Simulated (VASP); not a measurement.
# Al2Au (P1) in VASP: notebook

Al2Au is run at these levels: PBEsol; tasks: single point.

All numbers are computed with VASP 6.6.1; they aren't measurements. Logs are shortened: lines on timing, memory, paths and dates and some standing lists are left out, and cuts for length are marked.

## 1. The cell of the first run

The typed cell holds 3 atoms: a = 4.243 Å, b = 4.243 Å, c = 4.243 Å, α = 60.00°, β = 60.00°, γ = 60.00°.

## 2. Single point, PBEsol

INCAR reads:

```
SYSTEM = Al2Au
PREC = Accurate
ENCUT = 500
EDIFF = 1E-6
ISMEAR = -1
SIGMA = 0.05
LREAL = .FALSE.
LASPH = .TRUE.
NELM = 120
ALGO = Normal
ISIF = 2
LWAVE = .FALSE.
LCHARG = .FALSE.
GGA = PS
NBANDS = 16
GGA_COMPAT = .FALSE.
```

KPOINTS reads:

```
Automatic mesh
0
G
  3 3 3
  0 0 0
```

POSCAR reads:

```
Al2Au
1.0
    0.0000000000      3.0000000000      3.0000000000
    3.0000000000      0.0000000000      3.0000000000
    3.0000000000      3.0000000000      0.0000000000
Al Au
2 1
Direct
    0.2384146456      0.2486896422      0.2491542304
    0.7940160493      0.7379618774      0.7260005894
    0.0201367675     -0.0021571878     -0.0132478229
```

Potentials or basis: VASP PAW PBE potentials, release 64 (Al, Au).

The run is started by

```bash
> cat potpaw_PBE.64/Al/POTCAR potpaw_PBE.64/Au/POTCAR > POTCAR
> mpirun -np 1 vasp_std > vasp.out
```

OUTCAR:

```text
SYSTEM = Al2Au
   PREC = Accurate
   ENCUT = 500
   EDIFF = 1E-6
   ISMEAR = -1
   LREAL = .FALSE.
   LASPH = .TRUE.
   NELM = 120
   ISIF = 2
   GGA = PS

 ion  position               nearest neighbor table
   1  0.238  0.249  0.249-   3 2.54   3 2.56   3 2.60   3 2.71   2 2.87   2 2.90   2 2.91   2 3.10
                             2 3.11   2 3.14
   2  0.794  0.738  0.726-   3 2.56   3 2.57   3 2.59   3 2.68   1 2.87   1 2.90   1 2.91   1 3.10
                             1 3.11   1 3.14
   3  0.020  0.998  0.987-   1 2.54   1 2.56   2 2.56   2 2.57   2 2.59   1 2.60   2 2.68   1 2.71

  LATTYP: Found a face centered cubic cell.
 ALAT       =     6.0000000000

  Lattice vectors:

 A1 = (   0.0000000000,   3.0000000000,   3.0000000000)
 A2 = (   3.0000000000,   0.0000000000,   3.0000000000)
 A3 = (   3.0000000000,   3.0000000000,   0.0000000000)

Analysis of symmetry for initial positions (statically):
=====================================================================
 Subroutine PRICEL returns:
 Original cell was already a primitive cell.

 Routine SETGRP: Setting up the symmetry group for a
 face centered cubic supercell.

 Subroutine GETGRP returns: Found  1 space group operations
 (whereof  1 operations were pure point group operations)
 out of a pool of 48 trial point group operations.

The static configuration has the point symmetry C_1 .

Analysis of symmetry for dynamics (positions and initial velocities):
=====================================================================
 Subroutine PRICEL returns:
 Original cell was already a primitive cell.

 Routine SETGRP: Setting up the symmetry group for a
 face centered cubic supercell.

 Subroutine GETGRP returns: Found  1 space group operations
 (whereof  1 operations were pure point group operations)
 out of a pool of 48 trial point group operations.

The dynamic configuration has the point symmetry C_1 .

 Subroutine INISYM returns: Found  1 space group operations
 (whereof  1 operations are pure point group operations),
 and found     1 'primitive' translations

----------------------------------------------------------------------------------------

                                     Primitive cell

  volume of cell :      54.0000

  direct lattice vectors                    reciprocal lattice vectors
     0.000000000  3.000000000  3.000000000    -0.166666667  0.166666667  0.166666667
     3.000000000  0.000000000  3.000000000     0.166666667 -0.166666667  0.166666667
     3.000000000  3.000000000  0.000000000     0.166666667  0.166666667 -0.166666667
[... 76 lines left out ...]
   LREAL  =      F    real-space projection
   EDIFFG = 0.1E-04   stopping-criterion for IOM
   NSW    =      0    number of steps for IOM
   IBRION =     -1    ionic relax: 0-MD 1-quasi-New 2-CG
   NFREE  =      0    steps in history (QN), initial steepest desc. (CG)
   ISIF   =      2    stress and relaxation
   ISYM   =      2    0-nonsym 1-usesym 2-fastsym
   POTIM  = 0.5000    time-step for ionic-motion
   TEBEG  =    0.0;   TEEND  =   0.0 temperature during run
   PSTRESS=    0.0 pullay stress
   NELECT =      17.0000    total number of electrons
   NUPDOWN=      -1.0000    fix difference up-down
   EMIN   =  10.00;   EMAX   =-10.00  energy-range for DOS
   EFERMI =   0.00;   METHOD = LEGACY
   ISMEAR =    -1;   SIGMA  =   0.05  broadening in eV -4-tet -1-fermi 0-gaus
   EFERMI_NEDOS =   21; number of points for ismear=-14 and -15
   IALGO  =     38    algorithm
   IMIX   =      4    mixing-type and parameters
     AMIX     =   0.40;   BMIX     =  1.00
     AMIX_MAG =   1.60;   BMIX_MAG =  1.00
  volume/ion in A,a.u.               =      18.00       121.47
  Fermi-wavevector in a.u.,A,eV,Ry     =   1.113679  2.104547 16.875035  1.240280
  Thomas-Fermi vector in A             =   2.250266
   LORBIT       =      0    0 simple, 1 ext, 2 COOP (PROOUT), +10 PAW based schemes
   GGA     = PS    functional components
   LHFCALC =     F    Hartree Fock is set to
   AEXX    =    0.0000 exact exchange contribution
   IVDW    =     0    specifies the selected vdW correction
   LEPSILON=     F    determine dielectric tensor
   LRPA    =     F    only Hartree local field effects (RPA)
 non-spin polarized calculation
  energy-cutoff  :      500.00
  volume of cell :       54.00
 maximum number of plane-waves:      1382
   NGX = 15   NGY = 15   NGZ = 15

 number of electron      17.0000000 magnetization

 Free energy of the ion-electron system (eV)
  ---------------------------------------------------
  ext. energy  EPLUGINS =         0.00000000
  ---------------------------------------------------
  free energy    TOTEN  =       -13.25100258 eV

  energy without entropy =      -13.24375328  energy(sigma->0) =      -13.24737793

 E-fermi :   8.3625     XC(G=0): -10.6257

 val. band max:        8.2510323029   @ k =   0.0000   0.3333   0.0000
 cond. band min:       8.5875187939   @ k =   0.3333   0.0000   0.0000
 fundamental gap:      0.3364864910
 Fermi energy:         8.3624904927

 k-point     1 :       0.0000    0.0000    0.0000
  band No.  band energies     occupation
      1      -2.8744      2.00000
      2       0.9718      2.00000
      3       0.9860      2.00000
      4       1.1181      2.00000
      5       1.9721      2.00000
      6       1.9804      2.00000
[... 243 lines left out ...]
      3       1.3437      2.00000
      4       1.5823      2.00000
      5       1.9693      2.00000
      6       1.9954      2.00000
[... 8 lines left out ...]
     15      15.8322      0.00000
     16      17.2852      0.00000

------------------------ aborting loop because EDIFF is reached ----------------------------------------

  FORCE on cell =-STRESS in cart. coord.  units (eV):
  Direction    XX          YY          ZZ          XY          YZ          ZX
  --------------------------------------------------------------------------------------
  -------------------------------------------------------------------------------------
  Total       -0.4728286     -0.5002596     -0.2560853      0.7927115     -0.4858797      0.4627991
  in kB      -14.0288022    -14.8426788     -7.5980374     23.5197107    -14.4160255     13.7312257
  external PRESSURE =     -12.1565061 kB  Pullay stress =       0.0000000 kB

 VOLUME and BASIS-vectors are now :
 -----------------------------------------------------------------------------
  energy-cutoff  :      500.00
  volume of cell :       54.00
      direct lattice vectors                 reciprocal lattice vectors
     0.000000000  3.000000000  3.000000000    -0.166666667  0.166666667  0.166666667
     3.000000000  0.000000000  3.000000000     0.166666667 -0.166666667  0.166666667
     3.000000000  3.000000000  0.000000000     0.166666667  0.166666667 -0.166666667

 POSITION                                       TOTAL-FORCE (eV/Angst)
 -----------------------------------------------------------------------------------
      1.49353      1.46271      1.46131         0.059193      0.048039      0.256948
      4.39189      4.56005      4.59593         0.096932      0.024610     -0.020408
      5.95378      3.02067      3.05394        -0.156125     -0.072648     -0.236540
 -----------------------------------------------------------------------------------
    total drift:                               -0.000010     -0.000078     -0.000002

  FREE ENERGIE OF THE ION-ELECTRON SYSTEM (eV)
  ---------------------------------------------------
  free  energy   TOTEN  =       -13.2510025832 eV

  energy  without entropy=      -13.2437532848  energy(sigma->0) =      -13.24737793
```

Run time: 4.9 s. Hardware: 1 thread of Intel Xeon 6975P-C (Granite Rapids), shared host; peak memory 0.17 GiB.

What came out:

```
Free energy   : -13.2510 eV
Pressure      : -1.2 GPa
Largest force : 0.293 eV/Å
```

Forces in eV/Å, atoms in the order of the input:
```
Al   0.059  0.048  0.257
Al   0.097  0.025 -0.020
Au  -0.156 -0.073 -0.237
```

Stress tensor (GPa, compression positive):
```
-1.40  2.35  1.37
 2.35 -1.48 -1.44
 1.37 -1.44 -0.76
```

Caveat: the k points lie up to 0.60 Å⁻¹ apart; the PAW data sets were made with another functional, which shifts forces and pressure a little; spin-orbit coupling is left out, which moves the levels of the heavy elements.

## 3. Single point, PBEsol

INCAR reads:

```
PREC = Accurate ; ENCUT = 500
EDIFF = 1E-6 ; ISMEAR = -1
SIGMA = 0.05 ; LREAL = F
LASPH = T ; NELM = 120
ALGO = Normal ; ISIF = 2
LWAVE = F ; LCHARG = F
GGA = PS ; NBANDS = 16
GGA_COMPAT = F
```

KPOINTS reads:

```
regular mesh
0
Gamma
  3 3 3
```

POSCAR reads:

```
Al2Au
1.0
    0.0000000000      3.0000000000      3.0000000000
    3.0000000000      0.0000000000      3.0000000000
    3.0000000000      3.0000000000      0.0000000000
Al Au
2 1
Direct
    0.2420104040      0.2497732887      0.2471483673
    0.7940397753      0.7372473368      0.7272082897
    0.0165126203     -0.0025298387     -0.0124492914
```

Potentials or basis: VASP PAW PBE potentials, release 64 (Al, Au).

The run is started by

```bash
> cat potpaw_PBE.64/Al/POTCAR potpaw_PBE.64/Au/POTCAR > POTCAR
> mpirun -np 1 vasp_std > vasp.out
```

It took 5.1 s on 1 thread of Intel Xeon 6975P-C (Granite Rapids), shared host; peak memory 0.17 GiB.

It converged, with:

```
Free energy   : -13.2558 eV
Pressure      : -1.3 GPa
Largest force : 0.155 eV/Å
```

Forces in eV/Å, atoms in the order of the input:
```
Al   0.058 -0.008  0.117
Al   0.066 -0.011 -0.026
Au  -0.124  0.019 -0.091
```

Stress tensor (GPa, compression positive):
```
-1.46  2.04  1.44
 2.04 -1.48 -1.47
 1.44 -1.47 -1.03
```

Levels at points of the mesh, in eV from the Fermi level:
```csv
k point,band 5,band 6,band 7,band 8,band 9,band 10,band 11,band 12,band 13,band 14
"(0.00, 0.00, 0.00)",-6.41,-6.41,1.58,2.08,2.13,2.41,3.20,3.22,3.24,4.90
```

Caveat: the k points lie up to 0.60 Å⁻¹ apart; the PAW data sets were made with another functional, which shifts forces and pressure a little; spin-orbit coupling is left out, which moves the levels of the heavy elements.

(Continued in part 2 of 3.)
